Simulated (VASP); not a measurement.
# AlN (P6_3mc) in VASP: further runs

The runs below take AlN through single point, with PBE.

Everything below comes from runs of VASP 6.6.1. Logs are shortened: lines on timing, memory, paths and dates and some standing lists are left out, and cuts for length are marked.

### Step 1. The cell of the first run

It takes space group P6_3mc (No. 186, hexagonal). Conventional cell: a = 3.083 Å, b = 3.083 Å, c = 5.059 Å, α = 90.00°, β = 90.00°, γ = 120.00°. Al (site symmetry 3m) has 4 N at 1.88 to 1.91 Å within 2.5 Å. Within 2.5 Å of N (site symmetry 3m) lie 4 Al at 1.88 to 1.91 Å.

### Step 2. Single point, PBE (biaxial strain in the a-b plane: -1.5 %, then relaxed in part)

The input, INCAR:

```
PREC = Accurate
ENCUT = 520
EDIFF = 1E-6
ISMEAR = 0
SIGMA = 0.02
LREAL = False
LASPH = True
NELM = 60
ALGO = Normal
ISIF = 2
LWAVE = False
LCHARG = True
GGA = PE
LELF = True
LVHAR = True
NBANDS = 16
```

The input, KPOINTS:

```
regular mesh
0
Gamma
  12 12 6
```

The input, POSCAR:

```
AlN
1.0
    3.0832552937      0.0000000000      0.0000000000
   -1.5416276469      2.6701774107      0.0000000000
    0.0000000000      0.0000000000      5.0585787014
Al N
2 2
Direct
    0.6666666667      0.3333333333      0.5012524087
    0.3333333333      0.6666666667      1.0012524087
    0.6666666667      0.3333333333      0.8787475913
    0.3333333333      0.6666666667      0.3787475913
```

Potentials or basis: VASP PAW PBE potentials, release 64 (Al, N).

Command:

```
$ cat potpaw_PBE.64/Al/POTCAR potpaw_PBE.64/N/POTCAR > POTCAR
$ mpirun -np 1 vasp_std > vasp.out
```

OUTCAR:

```text
PREC = Accurate
   ENCUT = 520
   EDIFF = 1E-6
   ISMEAR = 0
   LREAL = False
   LASPH = True
   NELM = 60
   ISIF = 2
   GGA = PE

 ion  position               nearest neighbor table
   1  0.667  0.333  0.501-   4 1.88   4 1.88   4 1.88   3 1.91   2 3.09   2 3.09   2 3.09   2 3.09
                             2 3.09   2 3.09
   2  0.333  0.667  0.001-   3 1.88   3 1.88   3 1.88   4 1.91   1 3.09   1 3.09   1 3.09   1 3.09
                             1 3.09   1 3.09
   3  0.667  0.333  0.879-   2 1.88   2 1.88   2 1.88   1 1.91
   4  0.333  0.667  0.379-   1 1.88   1 1.88   1 1.88   2 1.91

  LATTYP: Found a hexagonal cell.
 ALAT       =     3.0832552937
 C/A-ratio  =     1.6406616448

  Lattice vectors:

 A1 = (   3.0832552937,   0.0000000000,   0.0000000000)
 A2 = (  -1.5416276469,   2.6701774107,   0.0000000000)
 A3 = (   0.0000000000,   0.0000000000,   5.0585787014)

Analysis of symmetry for initial positions (statically):
=====================================================================
 Subroutine PRICEL returns:
 Original cell was already a primitive cell.

 Routine SETGRP: Setting up the symmetry group for a
 hexagonal supercell.

 Subroutine GETGRP returns: Found 12 space group operations
 (whereof  6 operations were pure point group operations)
 out of a pool of 24 trial point group operations.

The static configuration has the point symmetry C_3v.
 The point group associated with its full space group is C_6v.

Analysis of symmetry for dynamics (positions and initial velocities):
=====================================================================
 Subroutine PRICEL returns:
 Original cell was already a primitive cell.

 Routine SETGRP: Setting up the symmetry group for a
 hexagonal supercell.

 Subroutine GETGRP returns: Found 12 space group operations
 (whereof  6 operations were pure point group operations)
 out of a pool of 24 trial point group operations.

The dynamic configuration has the point symmetry C_3v.
 The point group associated with its full space group is C_6v.

 Subroutine INISYM returns: Found 12 space group operations
 (whereof  6 operations are pure point group operations),
 and found     1 'primitive' translations

----------------------------------------------------------------------------------------

                                     Primitive cell
[... 95 lines left out ...]
   EDIFF  = 0.1E-05   stopping-criterion for ELM
   LREAL  =      F    real-space projection
   EDIFFG = 0.1E-04   stopping-criterion for IOM
   NSW    =      0    number of steps for IOM
   IBRION =     -1    ionic relax: 0-MD 1-quasi-New 2-CG
   NFREE  =      0    steps in history (QN), initial steepest desc. (CG)
   ISIF   =      2    stress and relaxation
   ISYM   =      2    0-nonsym 1-usesym 2-fastsym
   POTIM  = 0.5000    time-step for ionic-motion
   TEBEG  =    0.0;   TEEND  =   0.0 temperature during run
   PSTRESS=    0.0 pullay stress
   NELECT =      16.0000    total number of electrons
   NUPDOWN=      -1.0000    fix difference up-down
   EMIN   =  10.00;   EMAX   =-10.00  energy-range for DOS
   EFERMI =   0.00;   METHOD = LEGACY
   ISMEAR =     0;   SIGMA  =   0.02  broadening in eV -4-tet -1-fermi 0-gaus
   EFERMI_NEDOS =   21; number of points for ismear=-14 and -15
   IALGO  =     38    algorithm
   IMIX   =      4    mixing-type and parameters
     AMIX     =   0.40;   BMIX     =  1.00
     AMIX_MAG =   1.60;   BMIX_MAG =  1.00
  volume/ion in A,a.u.               =      10.41        70.26
  Fermi-wavevector in a.u.,A,eV,Ry     =   1.190115  2.248991 19.270922  1.416373
  Thomas-Fermi vector in A             =   2.326207
   LORBIT       =      0    0 simple, 1 ext, 2 COOP (PROOUT), +10 PAW based schemes
   GGA     = PE    functional components
   LHFCALC =     F    Hartree Fock is set to
   AEXX    =    0.0000 exact exchange contribution
   IVDW    =     0    specifies the selected vdW correction
   LEPSILON=     F    determine dielectric tensor
   LRPA    =     F    only Hartree local field effects (RPA)
 non-spin polarized calculation
 Gauss-broadening in eV      SIGMA  =   0.02
  energy-cutoff  :      520.00
  volume of cell :       41.65
 maximum number of plane-waves:      1136
 NGX is ok and might be reduce to    24
   NGX = 11   NGY = 11   NGZ = 19

 number of electron      15.9999997 magnetization

 Free energy of the ion-electron system (eV)
  ---------------------------------------------------
  ext. energy  EPLUGINS =         0.00000000
  ---------------------------------------------------
  free energy    TOTEN  =       -29.75404904 eV

  energy without entropy =      -29.75404904  energy(sigma->0) =      -29.75404904

 E-fermi :   6.1400     XC(G=0): -10.9246

 val. band max:        6.0310009568   @ k =   0.0000   0.0000   0.0000
 cond. band min:      10.3763139260   @ k =   0.0000   0.0000   0.0000
 fundamental gap:      4.3453129692
 Fermi energy:         6.1400042410

 k-point     1 :       0.0000    0.0000    0.0000
  band No.  band energies     occupation
      1      -9.0218      2.00000
      2      -6.9657      2.00000
      3       0.0832      2.00000
      4       5.4422      2.00000
      5       5.4422      2.00000
      6       6.0273      2.00000
[... 433 lines left out ...]
      3       1.2822      2.00000
      4       2.2039      2.00000
      5       2.8012      2.00000
      6       4.5217      2.00000
[... 8 lines left out ...]
     15      18.5576      0.00000
     16      20.6601      0.00000

 [... further k-points ...]

------------------------ aborting loop because EDIFF is reached ----------------------------------------

  FORCE on cell =-STRESS in cart. coord.  units (eV):
  Direction    XX          YY          ZZ          XY          YZ          ZX
  --------------------------------------------------------------------------------------
  -------------------------------------------------------------------------------------
  Total        1.7823011      1.7823011     -0.0706191     -0.0000000      0.0000000      0.0000000
  in kB       68.5667477     68.5667477     -2.7167822     -0.0000000      0.0000000      0.0000000
  external PRESSURE =      44.8055711 kB  Pullay stress =       0.0000000 kB

 VOLUME and BASIS-vectors are now :
 -----------------------------------------------------------------------------
  energy-cutoff  :      520.00
  volume of cell :       41.65
      direct lattice vectors                 reciprocal lattice vectors
     3.083255294  0.000000000  0.000000000     0.324332533  0.187253475  0.000000000
    -1.541627647  2.670177411  0.000000000     0.000000000  0.374506951  0.000000000
     0.000000000  0.000000000  5.058578701     0.000000000  0.000000000  0.197683986

 POSITION                                       TOTAL-FORCE (eV/Angst)
 -----------------------------------------------------------------------------------
      1.54163      0.89006      2.53562         0.000000     -0.000000      0.000619
     -0.00000      1.78012      0.00634        -0.000000      0.000000      0.000619
      1.54163      0.89006      4.44521        -0.000000      0.000000     -0.000619
     -0.00000      1.78012      1.91592         0.000000     -0.000000     -0.000619
 -----------------------------------------------------------------------------------
    total drift:                               -0.000000     -0.000000     -0.000532

  FREE ENERGIE OF THE ION-ELECTRON SYSTEM (eV)
  ---------------------------------------------------
  free  energy   TOTEN  =       -29.7540490376 eV

  energy  without entropy=      -29.7540490376  energy(sigma->0) =      -29.75404904
```

stdout:

```text
POSCAR found type information on POSCAR AlN
 POSCAR found :  2 types and       4 ions
 scaLAPACK will be used
 LDA part: xc-table for (Slater+PW92), standard interpolation
 POSCAR, INCAR and KPOINTS ok, starting setup
 FFT: planning ... GRIDC
 FFT: planning ... GRID_SOFT
 FFT: planning ... GRID
 WAVECAR not read
 entering main loop
```

Run time: 60 s. Hardware: 1 thread of Intel Xeon 8259CL, shared host; peak memory 0.18 GiB.

What came out:

```
Free energy            : -29.7540 eV
Pressure               : 4.5 GPa
Band gap on the k mesh : 4.35 eV
```

Levels at points of the mesh, in eV from the valence-band top:
| k point | band 5 | band 6 | band 7 | band 8 | band 9 | band 10 | band 11 | band 12 |
| --- | --- | --- | --- | --- | --- | --- | --- | --- |
| (0.00, 0.00, 0.00) | -0.59 | 0.00 | 0.00 | 0.00 | 4.35 | 7.06 | 10.61 | 11.56 |
| (0.50, 0.00, 0.00) | -3.22 | -1.83 | -1.68 | -0.53 | 5.77 | 6.08 | 8.37 | 10.40 |
| (0.00, 0.00, 0.50) | -0.30 | -0.30 | -0.30 | -0.30 | 6.71 | 6.71 | 10.38 | 10.38 |
| (0.50, 0.00, 0.50) | -1.31 | -1.31 | -1.24 | -1.24 | 5.37 | 5.37 | 9.42 | 9.42 |

Caveat: the cell differs from its parent crystal (biaxial strain in the a-b plane: -1.5 %, then relaxed in part); the cell stands under pressure.

### Step 3. Single point, PBE (biaxial strain in the a-b plane: -1.5 %)

The input, INCAR:

```
PREC     = Accurate       # precision mode
ENCUT    = 520            # plane-wave cutoff, eV
EDIFF    = 1E-6           # SCF threshold, eV
ISMEAR   = 0              # smearing method
SIGMA    = 0.02           # smearing width, eV
LREAL    = False          # projectors in reciprocal space
LASPH    = True           # aspherical terms in the spheres
NELM     = 100            # most SCF steps
ALGO     = Normal         # electronic algorithm
ISIF     = 2              # what is computed and relaxed
LWAVE    = False          # write WAVECAR
LCHARG   = False          # write CHGCAR
GGA      = PE             # functional
NBANDS   = 16             # bands
```

The input, KPOINTS:

```
Automatic mesh
0
Gamma
  12 12 6
```

The input, POSCAR:

```
AlN
1.0
    3.0832552937      0.0000000000      0.0000000000
   -1.5416276469      2.6701774107      0.0000000000
    0.0000000000      0.0000000000      5.0632057118
Al N
2 2
Direct
    0.6666666667      0.3333333333      0.4992342259
    0.3333333333      0.6666666667      0.9992342259
    0.6666666667      0.3333333333      0.8807657741
    0.3333333333      0.6666666667      0.3807657741
```

Potentials or basis: VASP PAW PBE potentials, release 64 (Al, N).

Command:

```
$ cat potpaw_PBE.64/Al/POTCAR potpaw_PBE.64/N/POTCAR > POTCAR
$ mpirun -np 1 vasp_std > vasp.out
```

It took 55 s on 1 thread of Intel Xeon 8259CL, shared host; peak memory 0.18 GiB.

The run converged. Its results:

| Item | Value |
| --- | --- |
| Free energy | -29.7484 eV |
| Pressure | 4.4 GPa |
| Largest force | 0.256 eV/Å |
| Band gap on the k mesh | 4.28 eV |

Forces on the atoms (eV/Å):
```
Al   0.000  0.000  0.256
Al   0.000  0.000  0.256
N    0.000  0.000 -0.256
N    0.000  0.000 -0.256
```

Stress tensor (GPa, compression positive):
```
 7.73  0.00  0.00
 0.00  7.73  0.00
 0.00  0.00 -2.21
```

Levels at points of the mesh, in eV from the valence-band top:
| k point | band 5 | band 6 | band 7 | band 8 | band 9 | band 10 | band 11 | band 12 |
| --- | --- | --- | --- | --- | --- | --- | --- | --- |
| (0.00, 0.00, 0.00) | -0.68 | -0.09 | -0.09 | 0.00 | 4.28 | 7.01 | 10.59 | 11.50 |
| (0.50, 0.00, 0.00) | -3.25 | -1.90 | -1.69 | -0.62 | 5.74 | 6.04 | 8.29 | 10.32 |
| (0.00, 0.00, 0.50) | -0.39 | -0.39 | -0.39 | -0.39 | 6.67 | 6.67 | 10.32 | 10.32 |
| (0.50, 0.00, 0.50) | -1.34 | -1.34 | -1.33 | -1.33 | 5.32 | 5.32 | 9.32 | 9.32 |

Caveat: the cell differs from its parent crystal (biaxial strain in the a-b plane: -1.5 %); the cell stands under pressure.

### Step 4. Single point, PBE

This run uses another cell than the first one, of 10.65 Å³/atom.

The input, INCAR:

```
SYSTEM = AlN
  PREC = Accurate
  ENCUT = 520
  EDIFF = 1E-6
  ISMEAR = 0
  SIGMA = 0.02
  LREAL = .False.
  LASPH = .True.
  NELM = 100
  ALGO = Normal
  ISIF = 2
  LWAVE = .False.
  LCHARG = .True.
  GGA = PE
  LELF = .True.
  LVHAR = .True.
  NBANDS = 16
```

The input, KPOINTS:

```
Automatic mesh
0
Gamma
  12 12 6
  0 0 0
```

The input, POSCAR:

```
AlN
1.0
    3.1302084200      0.0000000000      0.0000000000
   -1.5651042100      2.7108400109      0.0000000000
    0.0000000000      0.0000000000      5.0180433219
Al N
2 2
Direct
    0.6666666667      0.3333333333      0.4992342259
    0.3333333333      0.6666666667      0.9992342259
    0.6666666667      0.3333333333      0.8807657741
    0.3333333333      0.6666666667      0.3807657741
```

Command:

```
$ cat potpaw_PBE.64/Al/POTCAR potpaw_PBE.64/N/POTCAR > POTCAR
$ mpirun -np 1 vasp_std > vasp.out
```

It took 54 s on 1 thread of Intel Xeon 8259CL, shared host; peak memory 0.18 GiB.

The run converged. Its results:

```
Free energy            : -29.7805 eV
Pressure               : -0.3 GPa
Band gap on the k mesh : 4.04 eV
```

Levels at points of the mesh, in eV from the valence-band top:
| k point | band 6 | band 7 | band 8 | band 9 | band 10 | band 11 |
| --- | --- | --- | --- | --- | --- | --- |
| (0.00, 0.00, 0.00) | -0.20 | -0.20 | 0.00 | 4.04 | 6.51 | 10.46 |
| (0.50, 0.00, 0.00) | -2.05 | -1.74 | -0.68 | 5.76 | 5.76 | 8.02 |
| (0.00, 0.00, 0.50) | -0.53 | -0.53 | -0.53 | 6.31 | 6.31 | 10.17 |
| (0.50, 0.00, 0.50) | -1.44 | -1.35 | -1.35 | 5.25 | 5.25 | 9.14 |

A k mesh can miss the band edges.

### Step 5. The runs side by side

```csv
cell,gap on the mesh (eV),pressure (GPa)
"a = 3.083, b = 3.083, c = 5.059 Å, angles 90.0, 90.0, 120.0°, 4 atoms, atomic positions A",4.35,4.5
"a = 3.083, b = 3.083, c = 5.063 Å, angles 90.0, 90.0, 120.0°, 4 atoms, atomic positions B",4.28,4.4
"a = 3.130, b = 3.130, c = 5.018 Å, angles 90.0, 90.0, 120.0°, 4 atoms, atomic positions B",4.04,-0.3
```

Alike in all rows: task single point; level PBE; potentials or basis VASP PAW PBE potentials, release 64 (Al, N); no spin polarisation; k mesh 12 × 12 × 6; cutoff (eV) 520; smearing gaussian 0.02 eV.

Caveats: the cell stands under pressure (at least some runs).

Total energies depend on the potentials used, so only differences within one code and one set of settings carry meaning.
